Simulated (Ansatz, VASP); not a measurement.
Two plane-wave programs on BaTe

The input POSCAR:

```
BaTe
1.0
    0.0000000000      3.6030345821      3.5127122081
    3.6030345821      0.0000000000      3.5127122081
    3.6030345821      3.6030345821      0.0000000000
Ba Te
1 1
Direct
    0.0000000000      0.0000000000      0.0000000000
    0.5000000000      0.5000000000      0.5000000000
```

File INCAR.step1:

```
SYSTEM = BaTe
PREC = Accurate
ENCUT = 520
ISMEAR = 0
SIGMA = 0.01
LREAL = .False.
LASPH = .True.
NELM = 80
NBANDS = 15
GGA = PE
ALGO = Normal
EDIFF = 1E-4
LWAVE = .True.
LCHARG = .False.
```

The input INCAR.step2:

```
SYSTEM = BaTe
PREC = Accurate
ENCUT = 520
EDIFF = 1E-6
ISMEAR = 0
SIGMA = 0.01
LREAL = .False.
LASPH = .True.
NELM = 80
ALGO = Normal
ISIF = 2
LWAVE = .False.
LCHARG = .False.
METAGGA = R2SCAN
LMIXTAU = .True.
NBANDS = 15
ISTART = 1
```

Contents of KPOINTS:

```
regular mesh
0
Gamma
  6 6 6
  0 0 0
```

Input for Ansatz:

```yaml
crystal:
  lattice:
    - [0.0, 3.6030345821, 3.5127122081]
    - [3.6030345821, 0.0, 3.5127122081]
    - [3.6030345821, 3.6030345821, 0.0]
  atoms:
    - { symbol: Ba, position: [0.0, 0.0, 0.0] }
    - { symbol: Te, position: [0.5, 0.5, 0.5] }
kpoints:
  mp_grid: { grid: [6, 6, 6] }
  band_path:
    path:
      - [0.0, 0.0, 0.0]
      - [0.5, 0.0, 0.5]
      - [0.625, 0.25, 0.625]
      - [0.375, 0.375, 0.75]
      - [0.5, 0.5, 0.5]
      - [0.5, 0.25, 0.75]
      - [0.5, 0.5, 0.0]
    npoints: 1
hamiltonian:
  xc: r2scan
scf:
  occupations: { method: fixed }
  n_extra_bands: 4
output:
  forces: true
  stress: true
  eigenvalues: true
```

Change from the starting cell: epitaxial_xy strain +2.0%.

Alike in both runs: task single point; functional r2SCAN; k mesh 6 × 6 × 6; no spin polarisation.

```csv
,VASP,Ansatz
version,VASP 6.6.1,Ansatz 0.2.0
potentials or method,"VASP PAW PBE potentials, release 64 (Ba_sv, Te)","plane waves, PAW"
plane-wave cutoff (eV),520,500
occupations,"gaussian, width 0.01 eV",fixed
valence electrons in the cell,16,26
```

```tsv
	VASP	Ansatz	Ansatz less VASP
gap on the k mesh at the Fermi level (eV)	1.95	2.02	+0.070
pressure (GPa)	-0.7	-0.9	-0.28
traceless stress, the component that is largest in VASP (GPa)	1.00	0.94	-0.058
```

VASP's potentials were made for PBE, not for r2SCAN. VASP's potentials hold 16 valence electrons a cell and Ansatz's 26, so a difference there can come from the potentials and not from the codes.

Neither program's run includes spin-orbit coupling.
